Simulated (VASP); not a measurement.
Here is a VASP 6.6.1 calculation.

INCAR

```
ALGO = Normal
EDIFF = 1E-6
ENCUT = 520
GGA = PE
ISIF = 2
ISMEAR = 0
LASPH = True
LCHARG = False
LREAL = False
LWAVE = False
NBANDS = 48
NELM = 60
PREC = Accurate
SIGMA = 0.01
```

KPOINTS

```
k-points
0
Gamma
  12 12 2
```

Contents of POSCAR:

```
GaO
1.0
    3.1041790588      0.0000000000      0.0000000000
   -1.5520895294      2.6882979229      0.0000000000
    0.0000000000      0.0000000000     14.1973183999
Ga O
4 4
Direct
    0.3333333333      0.6666666667      0.1617417553
    0.6666666667      0.3333333333      0.6617417553
    0.3333333333      0.6666666667      0.3382582447
    0.6666666667      0.3333333333      0.8382582447
    0.3333333333      0.6666666667      0.6103931059
    0.6666666667      0.3333333333      0.1103931059
    0.3333333333      0.6666666667      0.8896068941
    0.6666666667      0.3333333333      0.3896068941
```

Potentials or basis: VASP PAW PBE potentials, release 64 (Ga_d, O).

Command:

```sh
$ cat potpaw_PBE.64/Ga_d/POTCAR potpaw_PBE.64/O/POTCAR > POTCAR
$ mpirun -np 1 vasp_std > vasp.out
```

Problem. What does it give for the band gap on the k mesh?

Solution. 1.24 eV (least direct gap 1.45 eV).

Problem. What does it give for the pressure?

Solution. 0.3 GPa.

Problem. Predict the largest force.

Solution. 0.048 eV/Å.

Forces on the atoms (eV/Å):
```
Ga   0.000  0.000  0.044
Ga   0.000  0.000  0.044
Ga   0.000  0.000 -0.044
Ga   0.000  0.000 -0.044
O    0.000  0.000 -0.048
O    0.000  0.000 -0.048
O    0.000  0.000  0.048
O    0.000  0.000  0.048
```

A k mesh can miss the band edges.
